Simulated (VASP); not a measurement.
CuAu:

```xyz
2
Lattice="1.4714 0.8495 4.3396 -1.4714 0.8495 4.3396 0.0000 -1.6990 4.3396" Properties=species:S:1:pos:R:3 pbc="T T T"
Au    0.0000    0.0000    0.0000
Cu    0.0000    0.0000    6.5095
```

This cell differs from its parent crystal: volume scaled by 1.06.

Program: VASP 6.6.1. Alike in all runs: task single point; no spin polarisation; cell as given; k mesh 11 × 11 × 11; cutoff (eV) 520; smearing fermi-dirac 0.05 eV.

Q: Order these runs on this cell by their pressure, lowest first.
A. level PBE; potentials or basis VASP PAW PBE potentials, release 64 (Au, Cu)
B. level LDA; potentials or basis VASP PAW LDA potentials, release 64 (Au, Cu)
C. level r2SCAN; potentials or basis VASP PAW PBE potentials, release 64 (Au, Cu)
D. level PBEsol; potentials or basis VASP PAW PBE potentials, release 64 (Au, Cu)

A: B (-17.7 GPa), D (-13.9 GPa), C (-10.8 GPa), A (-6.9 GPa).

Caveats: the PAW data sets were made with another functional, which shifts forces and pressure a little (some runs).
